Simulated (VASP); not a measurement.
# Ga (I4/mmm) in VASP: settings compared

Aim: see how the results for Ga move with the level of theory and the settings. Levels: BLYP+D4, revPBE. Tasks: relaxation of cell and atoms.

Everything below comes from runs of VASP 6.6.1. Logs are shortened: lines on timing, memory, paths and dates and some standing lists are left out, and cuts for length are marked.

### 1 The cell of the first run

Symmetry: I4/mmm, No. 139, tetragonal system. The conventional cell has a = 2.769 Å, b = 2.769 Å, c = 4.622 Å, α = 90.00°, β = 90.00°, γ = 90.00°. Ga (site symmetry 4/mmm) has 12 Ga at 2.77 to 3.03 Å within 3.6 Å.

### 2 Relaxation of cell and atoms, BLYP+D4

File INCAR:

```
  PREC = Accurate
  ENCUT = 600
  EDIFF = 1E-7
  ISMEAR = -1
  SIGMA = 0.05
  LREAL = F
  LASPH = T
  NELM = 60
  ALGO = Fast
  ISIF = 3
  LWAVE = F
  LCHARG = F
  GGA = B5
  ALDAX = 1.0
  AGGAX = 1.0
  AGGAC = 1.0
  ALDAC = 0.0
  IVDW = 13
  VDW_S6 = 1.0
  VDW_S8 = 2.34076671
  VDW_A1 = 0.44488865
  VDW_A2 = 4.0933009
  IBRION = 2
  NSW = 60
  EDIFFG = -0.01
```

File KPOINTS:

```
regular mesh
0
Gamma
  13 13 13
```

File POSCAR:

```
Ga
1.0
   -1.3843987196      1.3843987196      2.3112238365
    1.3843987196     -1.3843987196      2.3112238365
    1.3843987196      1.3843987196     -2.3112238365
Ga
1
Direct
    0.0000000000      0.0000000000      0.0000000000
```

Potentials or basis: VASP PAW PBE potentials, release 64 (Ga_d).

The run is started by

```
cat potpaw_PBE.64/Ga_d/POTCAR > POTCAR
mpirun -np 1 vasp_std > vasp.out
```

OUTCAR:

```text
PREC = Accurate
   ENCUT = 600
   EDIFF = 1E-7
   ISMEAR = -1
   LREAL = F
   LASPH = T
   NELM = 60
   ISIF = 3
   GGA = B5
   IVDW = 13
   IBRION = 2
   NSW = 60
   EDIFFG = -0.01

 ion  position               nearest neighbor table
   1  0.000  0.000  0.000-

  LATTYP: Found a body centered tetragonal cell.
 ALAT       =     2.7687974392
 C/A-ratio  =     1.6694784557

  Lattice vectors:

 A1 = (  -1.3843987196,   1.3843987196,   2.3112238365)
 A2 = (   1.3843987196,  -1.3843987196,   2.3112238365)
 A3 = (   1.3843987196,   1.3843987196,  -2.3112238365)

Analysis of symmetry for initial positions (statically):
=====================================================================
 Subroutine PRICEL returns:
 Original cell was already a primitive cell.

 Routine SETGRP: Setting up the symmetry group for a
 body centered tetragonal supercell.

 Subroutine GETGRP returns: Found 16 space group operations
 (whereof 16 operations were pure point group operations)
 out of a pool of 16 trial point group operations.

The static configuration has the point symmetry D_4h.

Analysis of symmetry for dynamics (positions and initial velocities):
=====================================================================
 Subroutine PRICEL returns:
 Original cell was already a primitive cell.

 Routine SETGRP: Setting up the symmetry group for a
 body centered tetragonal supercell.

 Subroutine GETGRP returns: Found 16 space group operations
 (whereof 16 operations were pure point group operations)
 out of a pool of 16 trial point group operations.

The dynamic configuration has the point symmetry D_4h.

 Subroutine INISYM returns: Found 16 space group operations
 (whereof 16 operations are pure point group operations),
 and found     1 'primitive' translations

----------------------------------------------------------------------------------------

                                     Primitive cell

  volume of cell :      17.7184

  direct lattice vectors                    reciprocal lattice vectors
    -1.384398720  1.384398720  2.311223836     0.000000000  0.361167627  0.216335602
     1.384398720 -1.384398720  2.311223836     0.361167627  0.000000000  0.216335602
     1.384398720  1.384398720 -2.311223836     0.361167627  0.361167627  0.000000000

  length of vectors
     3.029005654  3.029005654  3.029005654     0.421002550  0.421002550  0.510768156

  position of ions in fractional coordinates (direct lattice)
     0.000000000  0.000000000  0.000000000

  ion indices of the primitive-cell ions
[... 66 lines left out ...]
   ISTART =      0    job   : 0-new  1-cont  2-samecut
   ICHARG =      2    charge: 1-file 2-atom 10-const
   ISPIN  =      1    spin polarized calculation?
   LNONCOLLINEAR =      F non collinear calculations
   LSORBIT =      F    spin-orbit coupling
   LASPH  =      T    aspherical Exc in radial PAW
   ENCUT  =  600.0 eV  44.10 Ry    6.64 a.u.   6.05  6.05  6.05*2*pi/ulx,y,z
   NELM   =     60;   NELMIN=  2; NELMDL= -5     # of ELM steps
   EDIFF  = 0.1E-06   stopping-criterion for ELM
   LREAL  =      F    real-space projection
   EDIFFG = -.1E-01   stopping-criterion for IOM
   NSW    =     60    number of steps for IOM
   IBRION =      2    ionic relax: 0-MD 1-quasi-New 2-CG
   NFREE  =      1    steps in history (QN), initial steepest desc. (CG)
   ISIF   =      3    stress and relaxation
   ISYM   =      2    0-nonsym 1-usesym 2-fastsym
   POTIM  = 0.5000    time-step for ionic-motion
   TEBEG  =    0.0;   TEEND  =   0.0 temperature during run
   PSTRESS=    0.0 pullay stress
   NELECT =      13.0000    total number of electrons
   NUPDOWN=      -1.0000    fix difference up-down
   EMIN   =  10.00;   EMAX   =-10.00  energy-range for DOS
   EFERMI =   0.00;   METHOD = LEGACY
   ISMEAR =    -1;   SIGMA  =   0.05  broadening in eV -4-tet -1-fermi 0-gaus
   EFERMI_NEDOS =   21; number of points for ismear=-14 and -15
   IALGO  =     68    algorithm
   IMIX   =      4    mixing-type and parameters
     AMIX     =   0.40;   BMIX     =  1.00
     AMIX_MAG =   1.60;   BMIX_MAG =  1.00
  volume/ion in A,a.u.               =      17.72       119.57
  Fermi-wavevector in a.u.,A,eV,Ry     =   1.476549  2.790273 29.663375  2.180197
  Thomas-Fermi vector in A             =   2.591062
   LORBIT       =      0    0 simple, 1 ext, 2 COOP (PROOUT), +10 PAW based schemes
   GGA     = B5    functional components
   LHFCALC =     F    Hartree Fock is set to
   AEXX    =    0.0000 exact exchange contribution
   IVDW    =    13    specifies the selected vdW correction
   LEPSILON=     F    determine dielectric tensor
   LRPA    =     F    only Hartree local field effects (RPA)
 conjugate gradient relaxation of ions
 non-spin polarized calculation
 RMM-DIIS sequential band-by-band and
  energy-cutoff  :      600.00
  volume of cell :       17.72
 maximum number of plane-waves:       622
   NGX = 13   NGY = 13   NGZ = 13

--------------------------------------- Ionic step        1  -------------------------------------------

 number of electron      12.9999997 magnetization

 Free energy of the ion-electron system (eV)
  ---------------------------------------------------
  ext. energy  EPLUGINS =         0.00000000
  ---------------------------------------------------
  free energy    TOTEN  =        -2.02072532 eV

  energy without entropy =       -2.01712290  energy(sigma->0) =       -2.01892411

------------------------ aborting loop because EDIFF is reached ----------------------------------------

  DFT-D4 for vdW energy calculation

  Edisp (eV):   -0.95958
[... 186 lines left out ...]
--------------------------------------- Ionic step        6  -------------------------------------------

 number of electron      12.9999996 magnetization

 Free energy of the ion-electron system (eV)
  ---------------------------------------------------
  ext. energy  EPLUGINS =         0.00000000
  ---------------------------------------------------
  free energy    TOTEN  =        -2.03959857 eV

  energy without entropy =       -2.03573354  energy(sigma->0) =       -2.03766606

 E-fermi :   6.3529     XC(G=0): -10.6836

 val. band max:        6.3400322782   @ k =  -0.3846   0.3846   0.2308
 cond. band min:       6.3587636139   @ k =  -0.1538  -0.3846   0.0769
 fundamental gap:      0.0187313357
 Fermi energy:         6.3529456286

 k-point     1 :       0.0000    0.0000    0.0000
  band No.  band energies     occupation
      1      -8.7782      2.00000
      2      -8.6292      2.00000
      3      -8.5917      2.00000
      4      -8.5917      2.00000
      5      -8.4320      2.00000
      6      -4.9473      2.00000
      7      18.5189      0.00000
      8      18.9543      0.00000
      9      18.9543      0.00000
     10      22.6612      0.00000
[... 287 lines left out ...]
 k-point    24 :       0.4615    0.1538   -0.0000
  band No.  band energies     occupation
      1      -8.7206      2.00000
      2      -8.6594      2.00000
      3      -8.5938      2.00000
      4      -8.4833      2.00000
      5      -8.3908      2.00000
      6       1.9241      2.00000
      7       3.0660      2.00000
      8      12.7000      0.00000
      9      14.5431      0.00000
     10      18.6209      0.00000

 [... further k-points ...]

------------------------ aborting loop because EDIFF is reached ----------------------------------------

  DFT-D4 for vdW energy calculation

  Edisp (eV):   -0.94171
[... 24 lines left out ...]
  FREE ENERGIE OF THE ION-ELECTRON SYSTEM (eV)
  ---------------------------------------------------
  free  energy   TOTEN  =        -2.9813079558 eV

  energy  without entropy=       -2.9774429165  energy(sigma->0) =       -2.97937544

 reached required accuracy - stopping structural energy minimisation
```

OSZICAR:

```text
N       E                     dE             d eps       ncg     rms          rms(c)
DAV:   1     0.395013063336E+02    0.39501E+02   -0.76239E+03  4048   0.253E+03
DAV:   2    -0.601239592360E+00   -0.40103E+02   -0.39174E+02  4076   0.259E+02
[... 46 lines left out ...]
   5 F= -.29813090E+01 E0= -.29793823E+01  d E =-.100113E-02
       N       E                     dE             d eps       ncg     rms          rms(c)
DAV:   1    -0.203971220554E+01   -0.93391E-03   -0.14906E-03  4296   0.827E-01    0.613E-02
RMM:   2    -0.203962093730E+01    0.91268E-04   -0.13685E-04  3963   0.210E-01    0.270E-02
RMM:   3    -0.203960114344E+01    0.19794E-04   -0.28210E-05  4023   0.890E-02    0.632E-03
RMM:   4    -0.203959855930E+01    0.25841E-05   -0.41468E-06  4266   0.292E-02    0.290E-04
RMM:   5    -0.203959857481E+01   -0.15512E-07   -0.46926E-07  3306   0.103E-02
   6 F= -.29813080E+01 E0= -.29793754E+01  d E =-.100010E-02
```

Wall time 58 s (1 thread of Intel Xeon 6975P-C (Granite Rapids), shared host); peak memory 0.18 GiB.

What came out:

```
Free energy                            : -2.9813 eV
Relaxed volume                         : 18.06 Å³/atom
Relaxed cell                           : a = 3.049 Å, b = 3.049 Å, c = 3.049 Å, α = 125.65°, β = 125.65°, γ = 80.47°
Space group after relaxing (to 0.05 Å) : I4/mmm (No. 139)
Energy gained by relaxing              : 1.0 meV/atom
Ionic steps                            : 6
Pressure after relaxing                : 0.0 GPa
Dispersion energy per atom             : -0.942 eV
```

The path:
| step | energy change (eV) | largest force (eV/Å) | pressure (GPa) | volume (Å³) |
| --- | --- | --- | --- | --- |
| 1 | 0.0000 | 0.0000 | 0.95 | 17.72 |
| 2 | -0.0010 | 0.0000 | 0.11 | 17.99 |
| 3 | -0.0010 | 0.0000 | 0.07 | 18.02 |
| 4 | -0.0010 | 0.0000 | -0.11 | 18.08 |
| 5 | -0.0010 | 0.0000 | 0.03 | 18.04 |
| 6 | -0.0010 | 0.0000 | -0.03 | 18.06 |

Final structure:
```xyz
1
Lattice="-1.3926 1.3926 2.3277 1.3926 -1.3926 2.3277 1.3926 1.3926 -2.3277" Properties=species:S:1:pos:R:3 pbc="T T T"
Ga    1.3926    1.3926    2.3277
```

Levels at points of the mesh, in eV from the Fermi level:
| k point | band 2 | band 3 | band 4 | band 5 | band 6 | band 7 | band 8 | band 9 | band 10 |
| --- | --- | --- | --- | --- | --- | --- | --- | --- | --- |
| (0.00, 0.00, 0.00) | -14.98 | -14.94 | -14.94 | -14.78 | -11.30 | 12.17 | 12.60 | 12.60 | 16.31 |

Caveat: the PAW data sets were made with another functional, which shifts forces and pressure a little; pairwise dispersion overbinds metals, which lowers pressure and volume.

### 3 Relaxation of cell and atoms, revPBE

File INCAR:

```
  PREC = Accurate
  ENCUT = 600
  EDIFF = 1E-6
  ISMEAR = -1
  SIGMA = 0.05
  LREAL = False
  LASPH = True
  NELM = 80
  ALGO = Fast
  ISIF = 3
  LWAVE = False
  LCHARG = False
  GGA = RE
  IBRION = 2
  NSW = 60
  EDIFFG = -0.01
```

File KPOINTS:

```
Automatic mesh
0
Gamma
  13 13 13
```

POSCAR is that of step 2.

Potentials or basis: VASP PAW PBE potentials, release 64 (Ga_d).

The run is started by

```
cat potpaw_PBE.64/Ga_d/POTCAR > POTCAR
mpirun -np 1 vasp_std > vasp.out
```

Wall time 5.8 min (1 thread of Intel Xeon 6975P-C, shared host); peak memory 0.2 GiB.

Results (log left out):

| Property | Result |
| --- | --- |
| Free energy | -2.6007 eV |
| Relaxed volume | 19.50 Å³/atom |
| Relaxed cell | a = 3.082 Å, b = 3.082 Å, c = 3.082 Å, α = 123.47°, β = 123.47°, γ = 84.08° |
| Space group after relaxing (to 0.05 Å) | I4/mmm (No. 139) |
| Energy gained by relaxing | 29.0 meV/atom |
| Ionic steps | 29 |
| Pressure after relaxing | 0.0 GPa |

Stress tensor (GPa, compression positive):
```
 0.06  0.00  0.00
 0.00  0.06  0.00
 0.00  0.00 -0.07
```

The path:
| step | energy change (eV) | largest force (eV/Å) | pressure (GPa) | volume (Å³) |
| --- | --- | --- | --- | --- |
| 1 | 0.0000 | 0.0000 | 5.09 | 17.72 |
| 2 | -0.0239 | 0.0000 | 0.24 | 19.20 |
| 3 | -0.0241 | 0.0000 | 0.34 | 19.29 |
| 4 | -0.0242 | 0.0000 | 0.05 | 19.48 |
| 5 | -0.0241 | 0.0000 | -0.23 | 19.52 |
| 6 | -0.0243 | 0.0000 | -0.20 | 19.44 |
| 7 | -0.0242 | 0.0000 | 0.55 | 19.20 |
| 8 | -0.0243 | 0.0000 | 0.58 | 19.32 |
| 9 | -0.0243 | 0.0000 | 0.24 | 19.38 |
| 10 | -0.0243 | 0.0000 | 0.07 | 19.39 |
| 11 | -0.0243 | 0.0000 | 0.08 | 19.39 |
| 12 | -0.0245 | 0.0000 | 0.10 | 19.39 |
| 13 | -0.0252 | 0.0000 | 0.14 | 19.40 |
| 14 | -0.0281 | 0.0000 | 0.23 | 19.42 |
| 15 | -0.0277 | 0.0000 | 0.30 | 19.43 |
| 16 | -0.0290 | 0.0000 | 0.10 | 19.43 |
| 17 | -0.0290 | 0.0000 | 0.21 | 19.42 |
| 18 | -0.0285 | 0.0000 | 0.32 | 19.74 |
| 19 | -0.0189 | 0.0000 | -1.52 | 20.68 |
| 20 | -0.0281 | 0.0000 | -0.39 | 19.82 |
| 21 | -0.0284 | 0.0000 | -0.71 | 19.76 |
| 22 | -0.0285 | 0.0000 | -0.46 | 19.74 |
| 23 | -0.0289 | 0.0000 | -0.18 | 19.54 |
| 24 | -0.0289 | 0.0000 | 0.29 | 19.40 |
| 25 | -0.0290 | 0.0000 | 0.11 | 19.48 |
| 26 | -0.0290 | 0.0000 | -0.03 | 19.50 |
| 27 | -0.0290 | 0.0000 | 0.03 | 19.49 |
| 28 | -0.0290 | 0.0000 | 0.04 | 19.49 |
| 29 | -0.0290 | 0.0000 | 0.02 | 19.50 |

Final structure:
```yaml
crystal:
  lattice:
    - [-1.45931, 1.45931, 2.28865]
    - [1.45931, -1.45931, 2.28865]
    - [1.45931, 1.45931, -2.28865]
  atoms:
    - { symbol: Ga, position: [0.00000, 0.00000, 0.00000] }
```

Levels at points of the mesh, in eV from the Fermi level:
```tsv
k point	band 4	band 5	band 6	band 7	band 8	band 9
(0.00, 0.00, 0.00)	-14.76	-14.66	-10.71	11.99	11.99	12.01
```

Caveat: the PAW data sets were made with another functional, which shifts forces and pressure a little.
